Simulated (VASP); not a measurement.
# SnSe2 (P-3m1) in VASP: further runs

The runs below take SnSe2 through relaxation of shape and atoms at fixed volume, single point, with PBEsol.

Everything below comes from runs of VASP 6.6.1. Logs are shortened: lines on timing, memory, paths and dates and some standing lists are left out, and cuts for length are marked.

### Step 1. The cell of the first run

It takes space group P-3m1 (No. 164, trigonal). Conventional cell: a = 3.809 Å, b = 3.809 Å, c = 6.144 Å, α = 90.00°, β = 90.00°, γ = 120.00°. Sn (site symmetry -3m) has 6 Se at 2.69 Å within 3.5 Å. Within 3.5 Å of Se (site symmetry 3m) lie 3 Sn at 2.69 Å.

### Step 2. Relaxation of shape and atoms at fixed volume, PBEsol

Input file INCAR:

```
PREC     = Accurate       # precision mode
ENCUT    = 600            # plane-wave cutoff, eV
EDIFF    = 1E-7           # SCF threshold, eV
ISMEAR   = 0              # smearing method
SIGMA    = 0.05           # smearing width, eV
LREAL    = False          # projectors in reciprocal space
LASPH    = True           # aspherical terms in the spheres
NELM     = 100            # most SCF steps
ALGO     = Normal         # electronic algorithm
ISIF     = 4              # what is computed and relaxed
LWAVE    = False          # write WAVECAR
LCHARG   = False          # write CHGCAR
GGA      = PS             # functional
IBRION   = 2              # ionic algorithm
NSW      = 60             # ionic steps
EDIFFG   = -0.02          # ionic threshold
```

Input file KPOINTS:

```
Automatic mesh
0
Gamma
  10 10 6
```

Input file POSCAR:

```
SnSe2
1.0
    3.8087387106      0.0000000001      0.0000000000
   -1.9043693554      3.2984644797      0.0000000000
    0.0000000000      0.0000000000      6.1442860333
Sn Se
1 2
Direct
    0.0000000000      0.0000000000      0.0000000000
    0.3333333333      0.6666666667      0.2520000000
    0.6666666667      0.3333333333      0.7480000000
```

Potentials or basis: VASP PAW PBE potentials, release 64 (Sn_d, Se).

The run is started by

```bash
> cat potpaw_PBE.64/Sn_d/POTCAR potpaw_PBE.64/Se/POTCAR > POTCAR
> mpirun -np 1 vasp_std > vasp.out
```

OUTCAR:

```text
PREC = Accurate
   ENCUT = 600
   EDIFF = 1E-7
   ISMEAR = 0
   LREAL = False
   LASPH = True
   NELM = 100
   ISIF = 4
   GGA = PS
   IBRION = 2
   NSW = 60
   EDIFFG = -0.02

 ion  position               nearest neighbor table
   1  0.000  0.000  0.000-   2 2.69   3 2.69   3 2.69   2 2.69   3 2.69   2 2.69
   2  0.333  0.667  0.252-   1 2.69   1 2.69   1 2.69
   3  0.667  0.333  0.748-   1 2.69   1 2.69   1 2.69

  LATTYP: Found a hexagonal cell.
 ALAT       =     3.8087387106
 C/A-ratio  =     1.6132075472

  Lattice vectors:

 A1 = (   3.8087387106,   0.0000000001,   0.0000000000)
 A2 = (  -1.9043693554,   3.2984644797,   0.0000000000)
 A3 = (   0.0000000000,   0.0000000000,   6.1442860333)

Analysis of symmetry for initial positions (statically):
=====================================================================
 Subroutine PRICEL returns:
 Original cell was already a primitive cell.

 Routine SETGRP: Setting up the symmetry group for a
 hexagonal supercell.

 Subroutine GETGRP returns: Found 12 space group operations
 (whereof 12 operations were pure point group operations)
 out of a pool of 24 trial point group operations.

The static configuration has the point symmetry D_3d.

Analysis of symmetry for dynamics (positions and initial velocities):
=====================================================================
 Subroutine PRICEL returns:
 Original cell was already a primitive cell.

 Routine SETGRP: Setting up the symmetry group for a
 hexagonal supercell.

 Subroutine GETGRP returns: Found 12 space group operations
 (whereof 12 operations were pure point group operations)
 out of a pool of 24 trial point group operations.

The dynamic configuration has the point symmetry D_3d.

 Subroutine INISYM returns: Found 12 space group operations
 (whereof 12 operations are pure point group operations),
 and found     1 'primitive' translations

----------------------------------------------------------------------------------------

                                     Primitive cell

  volume of cell :      77.1906

  direct lattice vectors                    reciprocal lattice vectors
     3.808738711  0.000000000  0.000000000     0.262554109  0.151585686  0.000000000
    -1.904369355  3.298464480  0.000000000    -0.000000000  0.303171371  0.000000000
     0.000000000  0.000000000  6.144286033     0.000000000  0.000000000  0.162752840

  length of vectors
     3.808738711  3.808738711  6.144286033     0.303171371  0.303171371  0.162752840

  position of ions in fractional coordinates (direct lattice)
     0.000000000  0.000000000  0.000000000
     0.333333333  0.666666667  0.252000000
     0.666666667  0.333333333  0.748000000

  ion indices of the primitive-cell ions
   primitive index   ion index
                 1           1
                 2           2
                 3           3

----------------------------------------------------------------------------------------

 KPOINTS: Automatic mesh

Automatic generation of k-mesh.
 Grid dimensions read from file:
 generate k-points for:   10   10    6

 Generating k-lattice:

  Cartesian coordinates                     Fractional coordinates (reciprocal lattice)
     0.026255411  0.015158569  0.000000000     0.100000000  0.000000000  0.000000000
    -0.000000000  0.030317137  0.000000000    -0.000000000  0.100000000  0.000000000
     0.000000000  0.000000000  0.027125473     0.000000000  0.000000000  0.166666667

  Length of vectors
     0.030317137  0.030317137  0.027125473

  Shift w.r.t. Gamma in fractional coordinates (k-lattice)
     0.000000000  0.000000000  0.000000000

 Subroutine IBZKPT returns following result:
 ===========================================

 Found     72 irreducible k-points:

 Following reciprocal coordinates:
            Coordinates               Weight
  0.000000  0.000000  0.000000      1.000000
  0.100000  0.000000  0.000000      6.000000
  0.200000  0.000000  0.000000      6.000000
  0.300000  0.000000  0.000000      6.000000
  0.400000  0.000000  0.000000      6.000000
  0.500000  0.000000  0.000000      3.000000
[... 16 lines left out ...]
  0.000000  0.400000  0.166667      6.000000
  0.500000  0.000000  0.166667      6.000000
 [... further k-points ...]
   k-points           NKPTS =     72   k-points in BZ     NKDIM =     72   number of bands    NBANDS=     17
   number of dos      NEDOS =    301   number of ions     NIONS =      3
   total plane-waves  NPLWV =  45000
   dimension x,y,z NGX =    30 NGY =   30 NGZ =   50
   dimension x,y,z NGXF=    60 NGYF=   60 NGZF=  100
   ions per type =               1   2
   NGX,Y,Z   is equivalent  to a cutoff of  13.09, 13.09, 13.53 a.u.
   NGXF,Y,Z  is equivalent  to a cutoff of  26.19, 26.19, 27.06 a.u.
 SYSTEM =  unknown system
   PREC   = accura    normal or accurate (medium, high low for compatibility)
   ISTART =      0    job   : 0-new  1-cont  2-samecut
   ICHARG =      2    charge: 1-file 2-atom 10-const
   ISPIN  =      1    spin polarized calculation?
   LNONCOLLINEAR =      F non collinear calculations
   LSORBIT =      F    spin-orbit coupling
   LASPH  =      T    aspherical Exc in radial PAW
   ENCUT  =  600.0 eV  44.10 Ry    6.64 a.u.   7.61  7.61 12.27*2*pi/ulx,y,z
   NELM   =    100;   NELMIN=  2; NELMDL= -5     # of ELM steps
   EDIFF  = 0.1E-06   stopping-criterion for ELM
   LREAL  =      F    real-space projection
   EDIFFG = -.2E-01   stopping-criterion for IOM
   NSW    =     60    number of steps for IOM
   IBRION =      2    ionic relax: 0-MD 1-quasi-New 2-CG
   NFREE  =      1    steps in history (QN), initial steepest desc. (CG)
   ISIF   =      4    stress and relaxation
   ISYM   =      2    0-nonsym 1-usesym 2-fastsym
   POTIM  = 0.5000    time-step for ionic-motion
   TEBEG  =    0.0;   TEEND  =   0.0 temperature during run
   PSTRESS=    0.0 pullay stress
   NELECT =      26.0000    total number of electrons
   NUPDOWN=      -1.0000    fix difference up-down
   EMIN   =  10.00;   EMAX   =-10.00  energy-range for DOS
   EFERMI =   0.00;   METHOD = LEGACY
   ISMEAR =     0;   SIGMA  =   0.05  broadening in eV -4-tet -1-fermi 0-gaus
   EFERMI_NEDOS =   21; number of points for ismear=-14 and -15
   IALGO  =     38    algorithm
   IMIX   =      4    mixing-type and parameters
     AMIX     =   0.40;   BMIX     =  1.00
     AMIX_MAG =   1.60;   BMIX_MAG =  1.00
  volume/ion in A,a.u.               =      25.73       173.64
  Fermi-wavevector in a.u.,A,eV,Ry     =   1.139054  2.152501 17.652811  1.297445
  Thomas-Fermi vector in A             =   2.275758
   LORBIT       =      0    0 simple, 1 ext, 2 COOP (PROOUT), +10 PAW based schemes
   GGA     = PS    functional components
   LHFCALC =     F    Hartree Fock is set to
   AEXX    =    0.0000 exact exchange contribution
   IVDW    =     0    specifies the selected vdW correction
   LEPSILON=     F    determine dielectric tensor
   LRPA    =     F    only Hartree local field effects (RPA)
 conjugate gradient relaxation of ions
 non-spin polarized calculation
 Gauss-broadening in eV      SIGMA  =   0.05
  energy-cutoff  :      600.00
  volume of cell :       77.19
 maximum number of plane-waves:      2605
   NGX = 15   NGY = 15   NGZ = 25

--------------------------------------- Ionic step        1  -------------------------------------------

 number of electron      25.9999992 magnetization

 Free energy of the ion-electron system (eV)
  ---------------------------------------------------
  ext. energy  EPLUGINS =         0.00000000
  ---------------------------------------------------
  free energy    TOTEN  =       -12.96525196 eV

  energy without entropy =      -12.96525196  energy(sigma->0) =      -12.96525196

------------------------ aborting loop because EDIFF is reached ----------------------------------------

  FORCE on cell =-STRESS in cart. coord.  units (eV):
  Direction    XX          YY          ZZ          XY          YZ          ZX
  --------------------------------------------------------------------------------------
  -------------------------------------------------------------------------------------
  Total        0.7217754      0.7217754      1.2980681     -0.0000000     -0.0000000      0.0000000
  in kB       14.9812560     14.9812560     26.9428565     -0.0000000     -0.0000000      0.0000000
  external PRESSURE =      18.9684562 kB  Pullay stress =       0.0000000 kB
[... 133 lines left out ...]
  energy  without entropy=      -12.9816451947  energy(sigma->0) =      -12.98164519

--------------------------------------- Ionic step        5  -------------------------------------------

 number of electron      25.9999991 magnetization

 Free energy of the ion-electron system (eV)
  ---------------------------------------------------
  ext. energy  EPLUGINS =         0.00000000
  ---------------------------------------------------
  free energy    TOTEN  =       -12.98342560 eV

  energy without entropy =      -12.98342560  energy(sigma->0) =      -12.98342560

 E-fermi :   4.4191     XC(G=0):  -9.6902

 val. band max:        4.1379122331   @ k =   0.1000   0.1000   0.0000
 cond. band min:       4.6270908163   @ k =   0.0000   0.4000   0.3333
 fundamental gap:      0.4891785832
 Fermi energy:         4.4191021415

 k-point     1 :       0.0000    0.0000    0.0000
  band No.  band energies     occupation
      1     -17.0660      2.00000
      2     -17.0660      2.00000
      3     -17.0284      2.00000
      4     -17.0159      2.00000
      5     -17.0159      2.00000
      6      -9.7841      2.00000
[... 9 lines left out ...]
     16       8.6893      0.00000
     17       8.6893      0.00000
[... 443 lines left out ...]
      1     -17.1189      2.00000
      2     -17.0436      2.00000
      3     -17.0399      2.00000
      4     -16.9948      2.00000
      5     -16.9931      2.00000
      6      -8.1580      2.00000
[... 9 lines left out ...]
     16       9.4364      0.00000
     17       9.4634      0.00000

 [... further k-points ...]
[... 5 lines left out ...]
  --------------------------------------------------------------------------------------
  -------------------------------------------------------------------------------------
  Total        0.1048693      0.1048693      0.1192361     -0.0000000      0.0000000      0.0000000
  in kB        2.1766788      2.1766788      2.4748789     -0.0000000      0.0000000      0.0000000
  external PRESSURE =       2.2760788 kB  Pullay stress =       0.0000000 kB
[... 18 lines left out ...]
  FREE ENERGIE OF THE ION-ELECTRON SYSTEM (eV)
  ---------------------------------------------------
  free  energy   TOTEN  =       -12.9834256031 eV

  energy  without entropy=      -12.9834256031  energy(sigma->0) =      -12.98342560

 reached required accuracy - stopping structural energy minimisation
```

Run time: 7.1 min. Hardware: 1 thread of Oxide Virtual Turin-like, shared host; peak memory 0.25 GiB.

What came out:

```yaml
Free_energy: -12.9834 eV
Energy_gained_by_relaxing: 6.1 meV/atom
Ionic_steps: 5
Pressure_after_relaxing: 0.2 GPa
Largest_force_after_relaxing: 0.018 eV/Å
Band_gap_on_the_k_mesh: 0.49 eV, indirect (least direct gap 0.95 eV)
```

Forces in eV/Å, atoms in the order of the input:
```
Sn   0.000  0.000  0.000
Se   0.000  0.000  0.018
Se   0.000  0.000 -0.018
```

The path:
| step | energy change (eV) | largest force (eV/Å) | pressure (GPa) | volume (Å³) |
| --- | --- | --- | --- | --- |
| 1 | 0.0000 | 0.4221 | 1.90 | 77.19 |
| 2 | -0.0137 | 0.1636 | 1.13 | 77.19 |
| 3 | -0.0151 | 0.0508 | 0.80 | 77.19 |
| 4 | -0.0164 | 0.0423 | 0.66 | 77.19 |
| 5 | -0.0182 | 0.0180 | 0.23 | 77.19 |

Final structure:
```
CELL_PARAMETERS angstrom
3.81707 0.00000 0.00000
-1.90854 3.30568 0.00000
0.00000 0.00000 6.11749
ATOMIC_POSITIONS crystal
Sn 0.00000 0.00000 0.00000
Se 0.33333 0.66667 0.25933
Se 0.66667 0.33333 0.74067
```

Levels at points of the mesh, in eV from the valence-band top:
| k point | band 11 | band 12 | band 13 | band 14 | band 15 | band 16 |
| --- | --- | --- | --- | --- | --- | --- |
| (0.00, 0.00, 0.00) | -0.39 | -0.39 | -0.12 | 0.82 | 2.92 | 4.55 |
| (0.50, 0.00, 0.00) | -2.58 | -1.51 | -0.31 | 1.10 | 3.54 | 5.07 |
| (0.00, 0.00, 0.50) | -0.75 | -0.18 | -0.18 | 2.44 | 2.81 | 4.23 |
| (0.50, 0.00, 0.50) | -2.06 | -0.98 | -0.81 | 0.61 | 3.92 | 4.54 |

Caveat: the PAW data sets were made with another functional, which shifts forces and pressure a little; spin-orbit coupling is left out, which moves the levels of the heavy elements; this functional lacks dispersion, which binds the layers, so the pressure and a relaxed spacing across them are unreliable.

### Step 3. Single point, PBEsol, non-collinear spin, zero start, spin-orbit coupling

Input file INCAR:

```
SYSTEM = SnSe2
PREC = Accurate ; ENCUT = 520
EDIFF = 1E-6 ; ISMEAR = 0
SIGMA = 0.05 ; LREAL = .FALSE.
LASPH = .TRUE. ; NELM = 150
ALGO = Normal ; ISIF = 2
LWAVE = .FALSE. ; LCHARG = .FALSE.
MAGMOM = 0 0 0 0 0 0 0 0 0 ; LORBIT = 11
LSORBIT = .TRUE. ; GGA_COMPAT = .FALSE.
LORBMOM = .TRUE. ; GGA = PS
NBANDS = 39
```

Input file KPOINTS:

```
regular mesh
0
G
  8 8 4
  0 0 0
```

Input file POSCAR:

```
SnSe2
1.0
    3.8158742114      0.0000000001      0.0000000000
   -1.9079371058      3.3046440047      0.0000000000
    0.0000000000      0.0000000000      6.1213284808
Sn Se
1 2
Direct
    0.0000000000      0.0000000000      0.0000000000
    0.3333333333      0.6666666667      0.2592346922
    0.6666666667      0.3333333333      0.7407653078
```

Potentials or basis: VASP PAW PBE potentials, release 64 (Sn_d, Se).

The run is started by

```bash
> cat potpaw_PBE.64/Sn_d/POTCAR potpaw_PBE.64/Se/POTCAR > POTCAR
> mpirun -np 1 vasp_ncl > vasp.out
```

It took 4.7 min on 1 thread of Oxide Virtual Turin-like, shared host; peak memory 0.4 GiB.

It converged, with:

| Property | Result |
| --- | --- |
| Free energy | -13.0730 eV |
| Pressure | 0.3 GPa |
| Largest force | 0.025 eV/Å |
| Net moment | 0.00 μB per cell |
| Valence electrons inside the program's atomic spheres | Sn 12.19; Se 3.81 |

Forces in eV/Å, atoms in the order of the input:
```
Sn   0.000  0.000  0.000
Se   0.000  0.000  0.025
Se   0.000  0.000 -0.025
```

Moments on the atoms (μB; x, y, z):
```
Sn  0.00 0.00 0.00
Se  0.00 0.00 0.00
Se  0.00 0.00 0.00
```

Caveat: the PAW data sets were made with another functional, which shifts forces and pressure a little; this functional lacks dispersion, which binds the layers, so the pressure and a relaxed spacing across them are unreliable.

### Step 4. Single point, PBEsol, non-collinear spin, zero start, spin-orbit coupling

Input file INCAR:

```
  PREC = Accurate
  ENCUT = 520
  EDIFF = 1E-6
  ISMEAR = 0
  SIGMA = 0.05
  LREAL = F
  LASPH = T
  NELM = 150
  ALGO = Normal
  ISIF = 2
  LWAVE = F
  LCHARG = F
  MAGMOM = 0 0 0 0 0 0 0 0 0
  LORBIT = 11
  LSORBIT = T
  GGA_COMPAT = F
  LORBMOM = T
  GGA = PS
  NBANDS = 39
```

Input file KPOINTS:

```
regular mesh
0
Gamma
  8 8 4
```

POSCAR is that of step 3.

The run is started by

```bash
> cat potpaw_PBE.64/Sn_d/POTCAR potpaw_PBE.64/Se/POTCAR > POTCAR
> mpirun -np 1 vasp_ncl > vasp.out
```

It took 4.1 min on 1 thread of Oxide Virtual Turin-like, shared host; peak memory 0.39 GiB.

Results (log left out):

* Free energy: -13.0730 eV
* Pressure: 0.3 GPa
* Largest force: 0.025 eV/Å
* Net moment: 0.00 μB per cell
* Valence electrons inside the program's atomic spheres: Sn 12.19; Se 3.81

Forces in eV/Å, atoms in the order of the input:
```
Sn   0.000  0.000  0.000
Se   0.000  0.000  0.025
Se   0.000  0.000 -0.025
```

Moments on the atoms (μB; x, y, z):
```
Sn  0.00 0.00 0.00
Se  0.00 0.00 0.00
Se  0.00 0.00 0.00
```

Caveat: the PAW data sets were made with another functional, which shifts forces and pressure a little; this functional lacks dispersion, which binds the layers, so the pressure and a relaxed spacing across them are unreliable.
